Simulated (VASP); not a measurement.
# WS2 (Tungstenite) (R3m) in VASP: settings compared

Aim: see how the results for WS2 (Tungstenite) move with the level of theory and the settings. Levels: LDA, r2SCAN. Tasks: single point.

Everything below comes from runs of VASP 6.6.1. Logs are shortened: lines on timing, memory, paths and dates and some standing lists are left out, and cuts for length are marked.

## (1) The cell of the first run

The structure is trigonal, space group R3m (No. 160). Conventional cell: a = 3.200 Å, b = 3.200 Å, c = 18.733 Å, α = 90.00°, β = 90.00°, γ = 120.00°. Within 3.2 Å of W (site symmetry 3m) lie 6 S at 2.42 to 2.45 Å and 6 W at 3.20 Å. S (site symmetry 3m) has 3 W at 2.45 Å and 7 S at 3.17 to 3.20 Å within 3.2 Å. S (site symmetry 3m) has 3 W at 2.42 Å and 7 S at 3.17 to 3.20 Å within 3.2 Å.

## (2) Single point, LDA (volume scaled by 1.04)

File INCAR:

```
SYSTEM = WS2
PREC = Accurate ; ENCUT = 520
EDIFF = 1E-6 ; ISMEAR = -1
SIGMA = 0.05 ; LREAL = .FALSE.
LASPH = .TRUE. ; NELM = 100
ALGO = Normal ; ISIF = 2
LWAVE = .FALSE. ; LCHARG = .FALSE.
NBANDS = 20
```

File KPOINTS:

```
regular mesh
0
G
  10 10 10
  0 0 0
```

File POSCAR:

```
WS2
1.0
    1.5997786986      0.9236326623      6.2444391255
   -1.5997786986      0.9236326623      6.2444391255
    0.0000000000     -1.8472653246      6.2444391255
W S
1 2
Direct
    0.0000000000      0.0000000000      0.0000000000
    0.5810000000      0.5810000000      0.5810000000
    0.7503000000      0.7503000000      0.7503000000
```

Potentials or basis: VASP PAW LDA potentials, release 64 (W_sv, S).

Command:

```sh
$ cat potpaw_LDA.64/W_sv/POTCAR potpaw_LDA.64/S/POTCAR > POTCAR
$ mpirun -np 1 vasp_std > vasp.out
```

OUTCAR:

```text
SYSTEM = WS2
   PREC = Accurate
   ENCUT = 520
   EDIFF = 1E-6
   ISMEAR = -1
   LREAL = .FALSE.
   LASPH = .TRUE.
   NELM = 100
   ISIF = 2

 ion  position               nearest neighbor table
   1  0.000  0.000  0.000-   3 2.42   3 2.42   3 2.42   2 2.45   2 2.45   2 2.45
   2  0.581  0.581  0.581-   1 2.45   1 2.45   1 2.45
   3  0.750  0.750  0.750-   1 2.42   1 2.42   1 2.42

  LATTYP: Found a trigonal (rhomboedric) cell.
 ALAT       =     6.5119435786
 COS(alpha) =     0.8792940837

  Lattice vectors:

 A1 = (   1.5997786986,   0.9236326623,   6.2444391255)
 A2 = (  -1.5997786986,   0.9236326623,   6.2444391255)
 A3 = (   0.0000000000,  -1.8472653246,   6.2444391255)

Analysis of symmetry for initial positions (statically):
=====================================================================
 Subroutine PRICEL returns:
 Original cell was already a primitive cell.

 Routine SETGRP: Setting up the symmetry group for a
 trigonal (rhombohedral) supercell.

 Subroutine GETGRP returns: Found  6 space group operations
 (whereof  6 operations were pure point group operations)
 out of a pool of 12 trial point group operations.

The static configuration has the point symmetry C_3v.

Analysis of symmetry for dynamics (positions and initial velocities):
=====================================================================
 Subroutine PRICEL returns:
 Original cell was already a primitive cell.

 Routine SETGRP: Setting up the symmetry group for a
 trigonal (rhombohedral) supercell.

 Subroutine GETGRP returns: Found  6 space group operations
 (whereof  6 operations were pure point group operations)
 out of a pool of 12 trial point group operations.

The dynamic configuration has the point symmetry C_3v.

 Subroutine INISYM returns: Found  6 space group operations
 (whereof  6 operations are pure point group operations),
 and found     1 'primitive' translations

----------------------------------------------------------------------------------------

                                     Primitive cell

  volume of cell :      55.3610

  direct lattice vectors                    reciprocal lattice vectors
     1.599778699  0.923632662  6.244439125     0.312543229  0.180446917  0.053380828
    -1.599778699  0.923632662  6.244439125    -0.312543229  0.180446917  0.053380828
     0.000000000 -1.847265325  6.244439125     0.000000000 -0.360893835  0.053380828

  length of vectors
     6.511943579  6.511943579  6.511943579     0.364820329  0.364820329  0.364820329

  position of ions in fractional coordinates (direct lattice)
     0.000000000  0.000000000  0.000000000
     0.581000000  0.581000000  0.581000000
     0.750300000  0.750300000  0.750300000

  ion indices of the primitive-cell ions
   primitive index   ion index
                 1           1
                 2           2
                 3           3

----------------------------------------------------------------------------------------

 KPOINTS: regular mesh

Automatic generation of k-mesh.
 Grid dimensions read from file:
 generate k-points for:   10   10   10

 Generating k-lattice:

  Cartesian coordinates                     Fractional coordinates (reciprocal lattice)
     0.031254323  0.018044692  0.005338083     0.100000000  0.000000000  0.000000000
    -0.031254323  0.018044692  0.005338083     0.000000000  0.100000000  0.000000000
     0.000000000 -0.036089383  0.005338083     0.000000000  0.000000000  0.100000000

  Length of vectors
     0.036482033  0.036482033  0.036482033

  Shift w.r.t. Gamma in fractional coordinates (k-lattice)
     0.000000000  0.000000000  0.000000000

 Subroutine IBZKPT returns following result:
 ===========================================

 Found    116 irreducible k-points:

 Following reciprocal coordinates:
            Coordinates               Weight
  0.000000  0.000000  0.000000      1.000000
  0.100000  0.000000 -0.000000      6.000000
  0.200000  0.000000 -0.000000      6.000000
  0.300000  0.000000  0.000000      6.000000
  0.400000  0.000000 -0.000000      6.000000
  0.500000  0.000000 -0.000000      3.000000
[... 16 lines left out ...]
  0.300000  0.300000 -0.000000      6.000000
  0.400000  0.300000 -0.000000     12.000000
 [... further k-points ...]
   k-points           NKPTS =    116   k-points in BZ     NKDIM =    116   number of bands    NBANDS=     20
   number of dos      NEDOS =    301   number of ions     NIONS =      3
   total plane-waves  NPLWV = 110592
   dimension x,y,z NGX =    48 NGY =   48 NGZ =   48
   dimension x,y,z NGXF=    96 NGYF=   96 NGZF=   96
   ions per type =               1   2
   NGX,Y,Z   is equivalent  to a cutoff of  12.25, 12.25, 12.25 a.u.
   NGXF,Y,Z  is equivalent  to a cutoff of  24.51, 24.51, 24.51 a.u.
 SYSTEM =  WS2
   PREC   = accura    normal or accurate (medium, high low for compatibility)
   ISTART =      0    job   : 0-new  1-cont  2-samecut
   ICHARG =      2    charge: 1-file 2-atom 10-const
   ISPIN  =      1    spin polarized calculation?
   LNONCOLLINEAR =      F non collinear calculations
   LSORBIT =      F    spin-orbit coupling
   LASPH  =      T    aspherical Exc in radial PAW
   ENCUT  =  520.0 eV  38.22 Ry    6.18 a.u.  12.11 12.11 12.11*2*pi/ulx,y,z
   NELM   =    100;   NELMIN=  2; NELMDL= -5     # of ELM steps
   EDIFF  = 0.1E-05   stopping-criterion for ELM
   LREAL  =      F    real-space projection
   EDIFFG = 0.1E-04   stopping-criterion for IOM
   NSW    =      0    number of steps for IOM
   IBRION =     -1    ionic relax: 0-MD 1-quasi-New 2-CG
   NFREE  =      0    steps in history (QN), initial steepest desc. (CG)
   ISIF   =      2    stress and relaxation
   ISYM   =      2    0-nonsym 1-usesym 2-fastsym
   POTIM  = 0.5000    time-step for ionic-motion
   TEBEG  =    0.0;   TEEND  =   0.0 temperature during run
   PSTRESS=    0.0 pullay stress
   NELECT =      26.0000    total number of electrons
   NUPDOWN=      -1.0000    fix difference up-down
   EMIN   =  10.00;   EMAX   =-10.00  energy-range for DOS
   EFERMI =   0.00;   METHOD = LEGACY
   ISMEAR =    -1;   SIGMA  =   0.05  broadening in eV -4-tet -1-fermi 0-gaus
   EFERMI_NEDOS =   21; number of points for ismear=-14 and -15
   IALGO  =     38    algorithm
   IMIX   =      4    mixing-type and parameters
     AMIX     =   0.40;   BMIX     =  1.00
     AMIX_MAG =   1.60;   BMIX_MAG =  1.00
  volume/ion in A,a.u.               =      18.45       124.53
  Fermi-wavevector in a.u.,A,eV,Ry     =   1.272520  2.404714 22.032015  1.619307
  Thomas-Fermi vector in A             =   2.405394
   LORBIT       =      0    0 simple, 1 ext, 2 COOP (PROOUT), +10 PAW based schemes
   GGA     = CA    functional components
   LHFCALC =     F    Hartree Fock is set to
   AEXX    =    0.0000 exact exchange contribution
   IVDW    =     0    specifies the selected vdW correction
   LEPSILON=     F    determine dielectric tensor
   LRPA    =     F    only Hartree local field effects (RPA)
 non-spin polarized calculation
  energy-cutoff  :      520.00
  volume of cell :       55.36
 maximum number of plane-waves:      1507
   NGX = 25   NGY = 25   NGZ = 25

 number of electron      26.0000002 magnetization

 Free energy of the ion-electron system (eV)
  ---------------------------------------------------
  ext. energy  EPLUGINS =         0.00000000
  ---------------------------------------------------
  free energy    TOTEN  =       -26.15881236 eV

  energy without entropy =      -26.15881194  energy(sigma->0) =      -26.15881215

 E-fermi :   7.2815     XC(G=0): -11.0518

 val. band max:        6.8175553671   @ k =   0.5000   0.5000   0.5000
 cond. band min:       7.8474722977   @ k =  -0.2000   0.2000   0.0000
 fundamental gap:      1.0299169306
 Fermi energy:         7.2815072836

 k-point     1 :       0.0000    0.0000    0.0000
  band No.  band energies     occupation
      1     -67.3999      2.00000
      2     -31.8841      2.00000
      3     -31.7321      2.00000
      4     -31.7321      2.00000
      5      -8.4367      2.00000
      6      -6.5704      2.00000
[... 12 lines left out ...]
     19      14.4589      0.00000
     20      15.0881      0.00000

 k-point     2 :       0.1000    0.0000   -0.0000
  band No.  band energies     occupation
      1     -67.3983      2.00000
      2     -31.8787      2.00000
      3     -31.7630      2.00000
      4     -31.7393      2.00000
      5      -8.2745      2.00000
      6      -6.5213      2.00000
[... 12 lines left out ...]
     19      15.0562      0.00000
     20      15.2654      0.00000

 k-point     3 :       0.2000    0.0000   -0.0000
  band No.  band energies     occupation
      1     -67.3944      2.00000
      2     -31.8644      2.00000
      3     -31.8430      2.00000
      4     -31.7581      2.00000
      5      -7.8218      2.00000
      6      -6.3842      2.00000
[... 12 lines left out ...]
     19      15.1606      0.00000
     20      15.6980      0.00000

 k-point     4 :       0.3000    0.0000    0.0000
  band No.  band energies     occupation
      1     -67.3895      2.00000
      2     -31.9404      2.00000
      3     -31.8465      2.00000
      4     -31.7813      2.00000
      5      -7.1853      2.00000
      6      -6.1948      2.00000
[... 12 lines left out ...]
     19      14.3873      0.00000
     20      14.7584      0.00000

 k-point     5 :       0.4000    0.0000   -0.0000
  band No.  band energies     occupation
      1     -67.3855      2.00000
      2     -32.0180      2.00000
      3     -31.8321      2.00000
      4     -31.8000      2.00000
      5      -6.5712      2.00000
      6      -6.0217      2.00000
[... 12 lines left out ...]
     19      13.4532      0.00000
     20      14.1099      0.00000
[... 353 lines left out ...]
      6      -5.9193      2.00000
[... 12 lines left out ...]
     19      14.4623      0.00000
     20      15.4507      0.00000

 k-point    22 :      -0.2000    0.2000    0.0000
  band No.  band energies     occupation
      1     -67.3872      2.00000
      2     -31.9570      2.00000
      3     -31.8383      2.00000
      4     -31.8209      2.00000
      5      -6.8711      2.00000
      6      -6.0713      2.00000
[... 12 lines left out ...]
     19      14.5608      0.00000
     20      15.2170      0.00000

 k-point    23 :       0.3000    0.3000   -0.0000
  band No.  band energies     occupation
      1     -67.3895      2.00000
      2     -31.9404      2.00000
      3     -31.8466      2.00000
      4     -31.7813      2.00000
      5      -7.1399      2.00000
      6      -6.2626      2.00000
[... 12 lines left out ...]
     19      14.2137      0.00000
     20      15.1133      0.00000

 k-point    24 :       0.4000    0.3000   -0.0000
  band No.  band energies     occupation
      1     -67.3868      2.00000
      2     -31.9813      2.00000
      3     -31.8366      2.00000
      4     -31.8075      2.00000
      5      -6.7257      2.00000
      6      -6.1444      2.00000
[... 12 lines left out ...]
     19      14.0310      0.00000
     20      15.1535      0.00000

 [... further k-points ...]
[... 5 lines left out ...]
  --------------------------------------------------------------------------------------
  -------------------------------------------------------------------------------------
  Total       -3.1413509     -3.1413509     -3.1638366      0.0000000      0.0000000      0.0000000
  in kB      -90.9124081    -90.9124081    -91.5631557      0.0000000      0.0000000      0.0000000
  external PRESSURE =     -91.1293240 kB  Pullay stress =       0.0000000 kB

 VOLUME and BASIS-vectors are now :
 -----------------------------------------------------------------------------
  energy-cutoff  :      520.00
  volume of cell :       55.36
      direct lattice vectors                 reciprocal lattice vectors
     1.599778699  0.923632662  6.244439125     0.312543229  0.180446917  0.053380828
    -1.599778699  0.923632662  6.244439125    -0.312543229  0.180446917  0.053380828
     0.000000000 -1.847265325  6.244439125     0.000000000 -0.360893835  0.053380828

 POSITION                                       TOTAL-FORCE (eV/Angst)
 -----------------------------------------------------------------------------------
      0.00000      0.00000      0.00000         0.000000      0.000000     -0.534465
      0.00000      0.00000     10.88406         0.000000      0.000000      1.141474
      0.00000      0.00000     14.05561         0.000000     -0.000000     -0.607009
 -----------------------------------------------------------------------------------
    total drift:                                0.000000     -0.000000     -0.000069

  FREE ENERGIE OF THE ION-ELECTRON SYSTEM (eV)
  ---------------------------------------------------
  free  energy   TOTEN  =       -26.1588123639 eV

  energy  without entropy=      -26.1588119356  energy(sigma->0) =      -26.15881215
```

Run time: 3.6 min. Hardware: 1 thread of Intel Xeon Platinum 8259CL at 2.50GHz (Skylake/Cascade Lake), shared host; peak memory 0.33 GiB.

What came out:

```yaml
Free_energy: -26.1588 eV
Pressure: -9.1 GPa
Largest_force: 1.141 eV/Å
Band_gap_on_the_k_mesh: 1.03 eV, indirect (least direct gap 2.11 eV)
```

Forces on the atoms (eV/Å):
```
W    0.000  0.000 -0.534
S    0.000  0.000  1.141
S    0.000  0.000 -0.607
```

Caveat: spin-orbit coupling is left out, which moves the levels of the heavy elements; forces of over 1 eV/Å act on the atoms, so gaps and moduli don't describe the material at rest. A k mesh can miss the band edges.

[end of part 1 of 2]
